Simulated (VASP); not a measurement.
# IrRu14 in VASP: further runs

Runs on IrRu14. Level: PBE. Tasks: single point.

All numbers are computed with VASP 6.6.1; they aren't measurements. Logs are shortened: lines on timing, memory, paths and dates and some standing lists are left out, and cuts for length are marked.

## Step 1: The cell of the first run

The cell holds a slab with vacuum, 15 atoms: a = 4.711 Å, b = 4.711 Å, c = 20.594 Å, α = 90.00°, β = 90.00°, γ = 120.00°.

## Step 2: Single point, PBE

Input file INCAR:

```
ALGO = Normal ; DIPOL = 0.5 0.5 0.500
EDIFF = 1E-6 ; ENCUT = 400
GGA = PE ; GGA_COMPAT = False
IDIPOL = 3 ; ISIF = 2
ISMEAR = 1 ; LASPH = True
LCHARG = True ; LDIPOL = True
LELF = True ; LREAL = False
LVACPOTAV = True ; LVHAR = True
LWAVE = False ; NBANDS = 116
NELM = 120 ; NELMDL = -8
PREC = Accurate ; SIGMA = 0.1
```

Input file KPOINTS:

```
k-points
0
Gamma
  6 6 1
```

Input file POSCAR:

```
IrRu14
1.0
    4.0796284122      2.3553745620      0.0000000000
   -4.0796284122      2.3553745620      0.0000000000
    0.0000000000      0.0000000000     20.5940128308
Ru Ir
14 1
Direct
    0.3333333333      0.3336712296      0.2943034404
    0.6670045629      0.0000000000      0.2943034404
   -0.0003378963      0.6663287704      0.2943034404
    0.3333333333      0.0000000000      0.3947647636
    0.6666666667      0.6666666667      0.3948209262
    1.0000000000      0.3333333333      0.3948209262
    0.3333333333      0.3347803777      0.4992634930
    0.6681137111      0.0000000000      0.4992634930
   -0.0014470444      0.6652196223      0.4992634930
    0.6666666667      0.6666666667      0.6049996660
    1.0000000000      0.3333333333      0.6049996660
    0.3333333333      0.3379267063      0.7067081795
    0.6712600397      0.0000000000      0.7067081795
   -0.0045933730      0.6620732937      0.7067081795
    0.3333333333      0.0000000000      0.6047687133
```

Potentials or basis: VASP PAW PBE potentials, release 64 (Ru_pv, Ir).

Command:

```bash
$ cat potpaw_PBE.64/Ru_pv/POTCAR potpaw_PBE.64/Ir/POTCAR > POTCAR
$ mpirun -np 1 vasp_std > vasp.out
```

OUTCAR:

```text
EDIFF = 1E-6
   ENCUT = 400
   GGA = PE
   ISIF = 2
   ISMEAR = 1
   LASPH = True
   LREAL = False
   NELM = 120
   NELMDL = -8
   PREC = Accurate

 ion  position               nearest neighbor table
   1  0.333  0.334  0.294-   6 2.60   5 2.60   4 2.60   3 2.72   3 2.72   2 2.72   2 2.72   2 2.72
                             3 2.72
   2  0.667  0.000  0.294-   5 2.60   6 2.60   4 2.60   3 2.72   3 2.72   1 2.72   1 2.72   1 2.72
                             3 2.72
   3  1.000  0.666  0.294-   5 2.60   6 2.60   4 2.60   2 2.72   1 2.72   2 2.72   1 2.72   1 2.72
                             2 2.72
   4  0.333  0.000  0.395-   1 2.60   2 2.60   3 2.60   7 2.67   9 2.67   8 2.67   6 2.72   5 2.72
                             5 2.72   5 2.72   6 2.72   6 2.72
   5  0.667  0.667  0.395-   3 2.60   2 2.60   1 2.60   9 2.66   8 2.66   7 2.66   6 2.72   6 2.72
                             6 2.72   4 2.72   4 2.72   4 2.72
   6  0.000  0.333  0.395-   1 2.60   2 2.60   3 2.60   7 2.66   8 2.66   9 2.66   5 2.72   5 2.72
                             5 2.72   4 2.72   4 2.72   4 2.72
   7  0.333  0.335  0.499-   6 2.66   5 2.66   4 2.67  11 2.68  10 2.68  15 2.68   8 2.71   9 2.71
                             9 2.71   8 2.71   9 2.73   8 2.73
   8  0.668  0.000  0.499-   5 2.66   6 2.66   4 2.67  10 2.68  11 2.68  15 2.68   9 2.71   7 2.71
                             9 2.71   7 2.71   7 2.73   9 2.73
   9  0.999  0.665  0.499-   5 2.66   6 2.66   4 2.67  10 2.68  11 2.68  15 2.68   8 2.71   7 2.71
                             7 2.71   8 2.71   7 2.73   8 2.73
  10  0.667  0.667  0.605-  14 2.61  13 2.61  12 2.61   9 2.68   8 2.68   7 2.68  11 2.72  11 2.72
                            11 2.72  15 2.72  15 2.72  15 2.72
  11  0.000  0.333  0.605-  12 2.61  13 2.61  14 2.61   7 2.68   8 2.68   9 2.68  10 2.72  10 2.72
                            10 2.72  15 2.72  15 2.72  15 2.72
  12  0.333  0.338  0.707-  11 2.61  10 2.61  15 2.63  13 2.70  14 2.70  14 2.70  13 2.70  14 2.76
                            13 2.76
  13  0.671  0.000  0.707-  10 2.61  11 2.61  15 2.63  14 2.70  12 2.70  14 2.70  12 2.70  12 2.76
                            14 2.76
  14  0.995  0.662  0.707-  10 2.61  11 2.61  15 2.63  13 2.70  12 2.70  12 2.70  13 2.70  12 2.76
                            13 2.76
  15  0.333  0.000  0.605-  12 2.63  14 2.63  13 2.63   7 2.68   9 2.68   8 2.68  11 2.72  10 2.72
                            10 2.72  11 2.72  11 2.72  10 2.72

  LATTYP: Found a hexagonal cell.
 ALAT       =     4.7107491240
 C/A-ratio  =     4.3717065564

  Lattice vectors:

 A1 = (   4.0796284122,   2.3553745620,   0.0000000000)
 A2 = (  -4.0796284122,   2.3553745620,   0.0000000000)
 A3 = (   0.0000000000,   0.0000000000,  20.5940128308)

Analysis of symmetry for initial positions (statically):
=====================================================================
 Subroutine PRICEL returns:
 Original cell was already a primitive cell.

 Routine SETGRP: Setting up the symmetry group for a
 hexagonal supercell.

 Subroutine GETGRP returns: Found  6 space group operations
 (whereof  2 operations were pure point group operations)
 out of a pool of 24 trial point group operations.

The static configuration has the point symmetry C_1h.
 The point group associated with its full space group is C_3v.

Analysis of symmetry for dynamics (positions and initial velocities):
=====================================================================
 Subroutine PRICEL returns:
 Original cell was already a primitive cell.

 Routine SETGRP: Setting up the symmetry group for a
 hexagonal supercell.

 Subroutine GETGRP returns: Found  6 space group operations
 (whereof  2 operations were pure point group operations)
 out of a pool of 24 trial point group operations.

The dynamic configuration has the point symmetry C_1h.
 The point group associated with its full space group is C_3v.

 Subroutine INISYM returns: Found  6 space group operations
 (whereof  2 operations are pure point group operations),
 and found     1 'primitive' translations

----------------------------------------------------------------------------------------

                                     Primitive cell

  volume of cell :     395.7779

  direct lattice vectors                    reciprocal lattice vectors
     4.079628412  2.355374562  0.000000000     0.122560182  0.212280462  0.000000000
    -4.079628412  2.355374562  0.000000000    -0.122560182  0.212280462  0.000000000
[... 66 lines left out ...]
 Following reciprocal coordinates:
            Coordinates               Weight
  0.000000  0.000000  0.000000      1.000000
  0.166667  0.000000  0.000000      6.000000
  0.333333 -0.000000  0.000000      6.000000
  0.500000 -0.000000  0.000000      3.000000
  0.166667  0.166667  0.000000      6.000000
  0.333333  0.166667  0.000000     12.000000
  0.333333  0.333333  0.000000      2.000000
   k-points           NKPTS =      7   k-points in BZ     NKDIM =      7   number of bands    NBANDS=    116
   number of dos      NEDOS =    301   number of ions     NIONS =     15
   total plane-waves  NPLWV = 143360
   dimension x,y,z NGX =    32 NGY =   32 NGZ =  140
   dimension x,y,z NGXF=    64 NGYF=   64 NGZF=  280
   ions per type =              14   1
   NGX,Y,Z   is equivalent  to a cutoff of  11.29, 11.29, 11.30 a.u.
   NGXF,Y,Z  is equivalent  to a cutoff of  22.59, 22.59, 22.60 a.u.
 SYSTEM =  unknown system
   PREC   = accura    normal or accurate (medium, high low for compatibility)
   ISTART =      0    job   : 0-new  1-cont  2-samecut
   ICHARG =      2    charge: 1-file 2-atom 10-const
   ISPIN  =      1    spin polarized calculation?
   LNONCOLLINEAR =      F non collinear calculations
   LSORBIT =      F    spin-orbit coupling
   LASPH  =      T    aspherical Exc in radial PAW
   ENCUT  =  400.0 eV  29.40 Ry    5.42 a.u.   7.68  7.68 33.58*2*pi/ulx,y,z
   NELM   =    120;   NELMIN=  2; NELMDL= -8     # of ELM steps
   EDIFF  = 0.1E-05   stopping-criterion for ELM
   LREAL  =      F    real-space projection
   EDIFFG = 0.1E-04   stopping-criterion for IOM
   NSW    =      0    number of steps for IOM
   IBRION =     -1    ionic relax: 0-MD 1-quasi-New 2-CG
   NFREE  =      0    steps in history (QN), initial steepest desc. (CG)
   ISIF   =      2    stress and relaxation
   ISYM   =      2    0-nonsym 1-usesym 2-fastsym
   POTIM  = 0.5000    time-step for ionic-motion
   TEBEG  =    0.0;   TEEND  =   0.0 temperature during run
   PSTRESS=    0.0 pullay stress
   NELECT =     205.0000    total number of electrons
   NUPDOWN=      -1.0000    fix difference up-down
   EMIN   =  10.00;   EMAX   =-10.00  energy-range for DOS
   EFERMI =   0.00;   METHOD = LEGACY
   ISMEAR =     1;   SIGMA  =   0.10  broadening in eV -4-tet -1-fermi 0-gaus
   EFERMI_NEDOS =   21; number of points for ismear=-14 and -15
   IALGO  =     38    algorithm
   IMIX   =      4    mixing-type and parameters
     AMIX     =   0.40;   BMIX     =  1.00
     AMIX_MAG =   1.60;   BMIX_MAG =  1.00
  volume/ion in A,a.u.               =      26.39       178.06
  Fermi-wavevector in a.u.,A,eV,Ry     =   1.314747  2.484512 23.518490  1.728560
  Thomas-Fermi vector in A             =   2.444978
   LORBIT       =      0    0 simple, 1 ext, 2 COOP (PROOUT), +10 PAW based schemes
   GGA     = PE    functional components
   LHFCALC =     F    Hartree Fock is set to
   AEXX    =    0.0000 exact exchange contribution
   IVDW    =     0    specifies the selected vdW correction
   LEPSILON=     F    determine dielectric tensor
   LRPA    =     F    only Hartree local field effects (RPA)
 non-spin polarized calculation
 Methfessel and Paxton  Order N= 1 SIGMA  =   0.10
  energy-cutoff  :      400.00
  volume of cell :      395.78
 maximum number of plane-waves:      7237
 NGX is ok and might be reduce to    32
   NGX = 15   NGY = 15   NGZ = 67

 dipolmoment           0.000000      0.000000     -0.004661 electrons x Angstroem

 number of electron     205.0000008 magnetization

 dipolmoment           0.000000      0.000000      0.010893 electrons x Angstroem

 Free energy of the ion-electron system (eV)
  ---------------------------------------------------
  ext. energy  EPLUGINS =         0.00000000
  ---------------------------------------------------
  free energy    TOTEN  =      -131.77282867 eV

  energy without entropy =     -131.76178479  energy(sigma->0) =     -131.76914738

 E-fermi :   4.1992     XC(G=0):  -8.2767

 val. band max:        4.1796656789   @ k =   0.1667   0.1667   0.0000
 cond. band min:       4.2134674693   @ k =   0.3333   0.1667   0.0000
 fundamental gap:      0.0338017904
 Fermi energy:         4.1992492569

 k-point     1 :       0.0000    0.0000    0.0000
  band No.  band energies     occupation
      1     -39.4140      2.00000
      2     -39.2637      2.00000
      3     -39.2637      2.00000
      4     -39.2272      2.00000
      5     -39.2247      2.00000
      6     -39.2035      2.00000
[... 808 lines left out ...]
    113       4.9356     -0.00000
    114       4.9362     -0.00000
 [bands above 114 left out]

------------------------ aborting loop because EDIFF is reached ----------------------------------------

  FORCE on cell =-STRESS in cart. coord.  units (eV):
  Direction    XX          YY          ZZ          XY          YZ          ZX
  --------------------------------------------------------------------------------------
  -------------------------------------------------------------------------------------
  Total       -9.2274676     -9.2274676     -1.1853109      0.0000000     -0.0000000      0.0000000
  in kB      -37.3543815    -37.3543815     -4.7983432      0.0000000     -0.0000000      0.0000000
  external PRESSURE =     -26.5023688 kB  Pullay stress =       0.0000000 kB

 VOLUME and BASIS-vectors are now :
 -----------------------------------------------------------------------------
  energy-cutoff  :      400.00
  volume of cell :      395.78
      direct lattice vectors                 reciprocal lattice vectors
     4.079628412  2.355374562  0.000000000     0.122560182  0.212280462  0.000000000
    -4.079628412  2.355374562  0.000000000    -0.122560182  0.212280462  0.000000000
     0.000000000  0.000000000 20.594012831     0.000000000  0.000000000  0.048557802

 POSITION                                       TOTAL-FORCE (eV/Angst)
 -----------------------------------------------------------------------------------
     -0.00138      1.57105      6.06089        -0.012688      0.007325     -0.013984
      2.72113      1.57105      6.06089         0.012688      0.007325     -0.013984
      1.35988      3.92403      6.06089         0.000000     -0.014651     -0.013984
      1.35988      0.78512      8.12979         0.000000     -0.000000      0.010844
      0.00000      3.14050      8.13095        -0.000000     -0.000000      0.003248
     -1.35988      0.78512      8.13095         0.000000     -0.000000      0.003248
     -0.00590      1.57366     10.28184         0.031982     -0.018465      0.014439
      2.72566      1.57366     10.28184        -0.031982     -0.018465      0.014439
      1.35988      3.91881     10.28184         0.000000      0.036929      0.014439
      0.00000      3.14050     12.45937        -0.000000     -0.000000      0.014208
     -1.35988      0.78512     12.45937        -0.000000     -0.000000      0.014208
     -0.01874      1.58107     14.55396         0.011917     -0.006880      0.005185
      2.73849      1.58107     14.55396        -0.011917     -0.006880      0.005185
      1.35988      3.90399     14.55396         0.000000      0.013760      0.005185
      1.35988      0.78512     12.45461        -0.000000      0.000000     -0.062678
 -----------------------------------------------------------------------------------
    total drift:                               -0.000028     -0.000018     -0.000895

  FREE ENERGIE OF THE ION-ELECTRON SYSTEM (eV)
  ---------------------------------------------------
  free  energy   TOTEN  =      -131.7728286729 eV

  energy  without entropy=     -131.7617847916  energy(sigma->0) =     -131.76914738

 vacuum level on the upper side and lower side of the slab         9.267         9.164
```

It took 24 min on 1 thread of Intel Xeon 8259CL, shared host; peak memory 0.46 GiB.

What came out:

- Free energy: -131.7728 eV
- Largest force: 0.063 eV/Å
- Band gap on the k mesh: zero (an odd number of electrons rules out a gap without spin polarisation)

Forces in eV/Å, atoms in the order of the input:
```
Ru  -0.013  0.007 -0.014
Ru   0.013  0.007 -0.014
Ru   0.000 -0.015 -0.014
Ru   0.000  0.000  0.011
Ru   0.000  0.000  0.003
Ru   0.000  0.000  0.003
Ru   0.032 -0.018  0.014
Ru  -0.032 -0.018  0.014
Ru   0.000  0.037  0.014
Ru   0.000  0.000  0.014
Ru   0.000  0.000  0.014
Ru   0.012 -0.007  0.005
Ru  -0.012 -0.007  0.005
Ru   0.000  0.014  0.005
Ir   0.000  0.000 -0.063
```

Caveat: spin-orbit coupling is left out, which moves the levels of the heavy elements.

## Step 3: Single point, PBE

Input file INCAR:

```
SYSTEM = IrRu14
PREC = Accurate
ENCUT = 400
EDIFF = 1E-6
ISMEAR = 1
SIGMA = 0.1
LREAL = .FALSE.
LASPH = .TRUE.
NELM = 120
ALGO = Normal
ISIF = 2
LWAVE = .FALSE.
LCHARG = .FALSE.
LDIPOL = .TRUE.
IDIPOL = 3
DIPOL = 0.5 0.5 0.500
GGA = PE
NBANDS = 116
GGA_COMPAT = .FALSE.
NELMDL = -8
```

Input file KPOINTS:

```
Automatic mesh
0
G
  9 9 1
  0 0 0
```

Input file POSCAR:

```
IrRu14
1.0
    4.0796284122      2.3553745620      0.0000000000
   -4.0796284122      2.3553745620      0.0000000000
    0.0000000000      0.0000000000     20.5940128308
Ru Ir
14 1
Direct
    0.3333333333      0.3339546158      0.2942752422
    0.6672879491      0.0000000000      0.2942752422
   -0.0006212824      0.6660453842      0.2942752422
    0.3333333333      0.0000000000      0.3948978114
    0.6666666667      0.6666666667      0.3950173281
    1.0000000000      0.3333333333      0.3950173281
    0.3333333333      0.3335461815      0.4992855415
    0.6668795148      0.0000000000      0.4992855415
   -0.0002128481      0.6664538185      0.4992855415
    0.6666666667      0.6666666667      0.6049923955
    1.0000000000      0.3333333333      0.6049923955
    0.3333333333      0.3365100821      0.7066383126
    0.6698434154      0.0000000000      0.7066383126
   -0.0031767487      0.6634899179      0.7066383126
    0.3333333333      0.0000000000      0.6044854524
```

Potentials or basis: VASP PAW PBE potentials, release 64 (Ru_pv, Ir).

Command:

```bash
$ cat potpaw_PBE.64/Ru_pv/POTCAR potpaw_PBE.64/Ir/POTCAR > POTCAR
$ mpirun -np 1 vasp_std > vasp.out
```

It took 37 min on 1 thread of Intel Xeon 8259CL, shared host; peak memory 0.54 GiB.

The run converged. Its results:

```
Free energy            : -131.8196 eV
Largest force          : 0.016 eV/Å
Band gap on the k mesh : zero (an odd number of electrons rules out a gap without spin polarisation)
```

Forces in eV/Å, atoms in the order of the input:
```
Ru   0.001 -0.001 -0.013
Ru  -0.001 -0.001 -0.013
Ru   0.000  0.002 -0.013
Ru   0.000  0.000  0.008
Ru   0.000  0.000  0.007
Ru   0.000  0.000  0.007
Ru  -0.004  0.002 -0.005
Ru   0.004  0.002 -0.005
Ru   0.000 -0.004 -0.005
Ru   0.000  0.000 -0.007
Ru   0.000  0.000 -0.007
Ru  -0.003  0.002  0.016
Ru   0.003  0.002  0.016
Ru   0.000 -0.003  0.016
Ir   0.000  0.000 -0.005
```

Levels at points of the mesh, in eV from the Fermi level:
| k point | band 99 | band 100 | band 101 | band 102 | band 103 | band 104 | band 105 | band 106 | band 107 | band 108 |
| --- | --- | --- | --- | --- | --- | --- | --- | --- | --- | --- |
| (0.00, 0.00, 0.00) | -1.08 | -0.35 | -0.35 | -0.24 | -0.24 | 0.32 | 0.51 | 0.51 | 0.53 | 0.53 |

Caveat: spin-orbit coupling is left out, which moves the levels of the heavy elements.

The gap in the log of VASP goes by the Fermi energy; the results here count the filled bands.